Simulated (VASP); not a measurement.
# Ca4As3 (P-62m) in VASP: a series of runs, part 2 of 2

VASP 6.6.1.

## (3) Relaxation of cell and atoms, PBE

This run uses another cell than the first one, of 28.26 Å³/atom, 0.767 times its volume.

Contents of INCAR:

```
SYSTEM = Ca4As3
PREC = Accurate
ENCUT = 600
EDIFF = 1E-6
ISMEAR = 0
SIGMA = 0.1
LREAL = .False.
LASPH = .True.
NELM = 100
ALGO = Normal
ISIF = 3
LWAVE = .False.
LCHARG = .False.
GGA = PE
IBRION = 2
NSW = 90
EDIFFG = -0.04
```

Contents of KPOINTS:

```
regular mesh
0
Gamma
  3 3 4
  0 0 0
```

Contents of POSCAR:

```
Ca4As3
1.0
    5.7932081600      0.0000000000      0.0000000000
   -2.8966040800      5.0170654400      0.0000000000
    0.0000000000      0.0000000000      6.8052174100
Ca As
4 3
Direct
    0.3333333300      0.6666666700      0.7771939700
    0.3333333300      0.6666666700      0.2228060300
    0.6666666700      0.3333333300      0.2228060300
    0.6666666700      0.3333333300      0.7771939700
    0.6558253200      0.0000000000      0.0000000000
    0.0000000000      0.6558253200      0.0000000000
    0.3441746800      0.3441746800      0.0000000000
```

Potentials or basis: VASP PAW PBE potentials, release 64 (Ca_sv, As).

Run with:

```sh
cat potpaw_PBE.64/Ca_sv/POTCAR potpaw_PBE.64/As/POTCAR > POTCAR
mpirun -np 1 vasp_std > vasp.out
```

OUTCAR:

```text
SYSTEM = Ca4As3
   PREC = Accurate
   ENCUT = 600
   EDIFF = 1E-6
   ISMEAR = 0
   LREAL = .False.
   LASPH = .True.
   NELM = 100
   ISIF = 3
   GGA = PE
   IBRION = 2
   NSW = 90
   EDIFFG = -0.04

 ion  position               nearest neighbor table
   1  0.333  0.667  0.777-   6 2.43   5 2.43   7 2.43   2 3.03
   2  0.333  0.667  0.223-   6 2.43   5 2.43   7 2.43   1 3.03
   3  0.667  0.333  0.223-   5 2.43   6 2.43   7 2.43   4 3.03
   4  0.667  0.333  0.777-   5 2.43   6 2.43   7 2.43   3 3.03
   5  0.656  0.000  0.000-   3 2.43   4 2.43   1 2.43   2 2.43
   6  0.000  0.656  0.000-   1 2.43   2 2.43   3 2.43   4 2.43
   7  0.344  0.344  0.000-   3 2.43   4 2.43   1 2.43   2 2.43

  LATTYP: Found a hexagonal cell.
 ALAT       =     5.7932081600
 C/A-ratio  =     1.1746889154

  Lattice vectors:

 A1 = (   5.7932081600,   0.0000000000,   0.0000000000)
 A2 = (  -2.8966040800,   5.0170654400,   0.0000000000)
 A3 = (   0.0000000000,   0.0000000000,   6.8052174100)

Analysis of symmetry for initial positions (statically):
=====================================================================
 Subroutine PRICEL returns:
 Original cell was already a primitive cell.

 Routine SETGRP: Setting up the symmetry group for a
 hexagonal supercell.

 Subroutine GETGRP returns: Found 12 space group operations
[... 164 lines left out ...]

  FORCE on cell =-STRESS in cart. coord.  units (eV):
  Direction    XX          YY          ZZ          XY          YZ          ZX
  --------------------------------------------------------------------------------------
  -------------------------------------------------------------------------------------
  Total       31.3367996     31.3367996     40.6684968      0.0000000     -0.0000000      0.0000000
  in kB      253.8366446    253.8366450    329.4259436      0.0000000     -0.0000000      0.0000000
  external PRESSURE =     279.0330777 kB  Pullay stress =       0.0000000 kB
[... 104 lines left out ...]
  FREE ENERGIE OF THE ION-ELECTRON SYSTEM (eV)
  ---------------------------------------------------
  free  energy   TOTEN  =       -22.8857374728 eV

  energy  without entropy=      -22.8594090160  energy(sigma->0) =      -22.87257324

[... ionic steps 4 to 16 ...]

--------------------------------------- Ionic step       17  -------------------------------------------

 number of electron      55.0000005 magnetization

------------------------ aborting loop because EDIFF is reached ----------------------------------------
[... 77 lines left out ...]
--------------------------------------- Ionic step       19  -------------------------------------------

 number of electron      54.9999999 magnetization

 Free energy of the ion-electron system (eV)
  ---------------------------------------------------
  ext. energy  EPLUGINS =         0.00000000
  ---------------------------------------------------
  free energy    TOTEN  =       -23.40537787 eV

  energy without entropy =      -23.37608346  energy(sigma->0) =      -23.39073067

 E-fermi :   1.9330     XC(G=0):  -7.6145

 val. band max:        1.8734884265   @ k =   0.3333   0.0000   0.2500
 cond. band min:       1.9623398791   @ k =   0.3333   0.3333   0.5000
 fundamental gap:      0.0888514526
 Fermi energy:         1.9329511336

 k-point     1 :       0.0000    0.0000    0.0000
  band No.  band energies     occupation
      1     -39.8124      2.00000
      2     -39.8032      2.00000
      3     -39.7954      2.00000
      4     -39.7867      2.00000
      5     -20.9000      2.00000
      6     -20.9000      2.00000
[... 347 lines left out ...]
  FREE ENERGIE OF THE ION-ELECTRON SYSTEM (eV)
  ---------------------------------------------------
  free  energy   TOTEN  =       -23.4053778736 eV

  energy  without entropy=      -23.3760834583  energy(sigma->0) =      -23.39073067

 reached required accuracy - stopping structural energy minimisation
```

OSZICAR:

```text
N       E                     dE             d eps       ncg     rms          rms(c)
DAV:   1     0.599685650067E+03    0.59969E+03   -0.28093E+04   594   0.168E+03
DAV:   2     0.255991059070E+02   -0.57409E+03   -0.56615E+03   695   0.468E+02
DAV:   3    -0.190794429430E+02   -0.44679E+02   -0.44268E+02   924   0.987E+01
[... 214 lines left out ...]
DAV:   3    -0.234053400422E+02    0.57109E-03   -0.19595E-03   945   0.275E-01    0.140E-02
DAV:   4    -0.234053678694E+02   -0.27827E-04   -0.39194E-04   923   0.616E-02    0.217E-02
DAV:   5    -0.234053747375E+02   -0.68681E-05   -0.19413E-05   863   0.206E-02    0.157E-02
DAV:   6    -0.234053779529E+02   -0.32153E-05   -0.28752E-05   877   0.228E-02    0.227E-03
DAV:   7    -0.234053778736E+02    0.79231E-07   -0.24460E-06   515   0.625E-03
  19 F= -.23405378E+02 E0= -.23390731E+02  d E =-.282932E-02
```

Wall time 22 min (1 thread of Oxide Virtual Turin-like, shared host); peak memory 0.36 GiB.

What came out:

```
Free energy                            : -23.4054 eV
Relaxed volume                         : 37.52 Å³/atom
Relaxed cell                           : a = 6.339 Å, b = 6.339 Å, c = 7.547 Å, α = 90.00°, β = 90.00°, γ = 120.00°
Space group after relaxing (to 0.05 Å) : P-62m (No. 189)
Energy gained by relaxing              : 1132.7 meV/atom
Ionic steps                            : 19
Pressure after relaxing                : 0.0 GPa
Largest force after relaxing           : 0.019 eV/Å
```

Forces in eV/Å, atoms in the order of the input:
```
Ca   0.000  0.000  0.013
Ca   0.000  0.000 -0.013
Ca   0.000  0.000 -0.013
Ca   0.000  0.000  0.013
As  -0.019  0.000  0.000
As   0.010 -0.017  0.000
As   0.010  0.017  0.000
```

The path:
```csv
step,energy change (eV),largest force (eV/Å),pressure (GPa),volume (Å³)
1,0.0000,6.0844,27.90,197.79
2,-4.7039,1.4204,-4.86,374.42
3,-7.4089,0.4566,-0.58,279.74
4,-7.4179,0.5010,-0.31,277.34
5,-7.4210,0.5504,-0.01,274.82
6,-7.4760,0.5586,-0.03,275.02
7,-7.6306,0.5234,-0.10,275.61
8,-7.8470,0.2807,-0.22,276.79
9,-7.4725,1.0374,0.50,279.04
10,-7.8773,0.1501,-0.26,277.16
11,-7.8814,0.0807,-0.25,277.36
12,-7.8969,0.2030,0.26,269.88
13,-7.8969,0.2016,0.25,269.97
14,-7.9081,0.1581,0.07,269.41
15,-7.9105,0.1237,-0.04,269.03
16,-7.9178,0.0877,-0.12,268.34
17,-7.9258,0.0424,-0.31,266.24
18,-7.9285,0.0154,0.00,262.00
19,-7.9286,0.0194,-0.04,262.62
```

Final structure:
```yaml
crystal:
  lattice:
    - [6.33896, 0.00000, 0.00000]
    - [-3.16948, 5.48970, 0.00000]
    - [0.00000, 0.00000, 7.54678]
  atoms:
    - { symbol: Ca, position: [0.33333, 0.66667, 0.76103] }
    - { symbol: Ca, position: [0.33333, 0.66667, 0.23897] }
    - { symbol: Ca, position: [0.66667, 0.33333, 0.23897] }
    - { symbol: Ca, position: [0.66667, 0.33333, 0.76103] }
    - { symbol: As, position: [0.73678, 0.00000, 0.00000] }
    - { symbol: As, position: [0.00000, 0.73678, 0.00000] }
    - { symbol: As, position: [0.26322, 0.26322, 0.00000] }
```

Levels at points of the mesh, in eV from the Fermi level:
```
           k point  band 23  band 24  band 25  band 26  band 27  band 28  band 29  band 30  band 31  band 32
(0.00, 0.00, 0.00)    -3.10    -1.54    -1.53    -1.27    -1.27     0.86     0.86     1.28     1.48     1.48
(0.00, 0.00, 0.50)    -3.10    -1.41    -1.31    -1.31    -0.63     0.59     1.14     1.14     1.16     1.16
```

Caveat: the k points lie up to 0.38 Å⁻¹ apart in the final cell; the volume moved by over 15 % at a fixed basis, so the end points are rough.
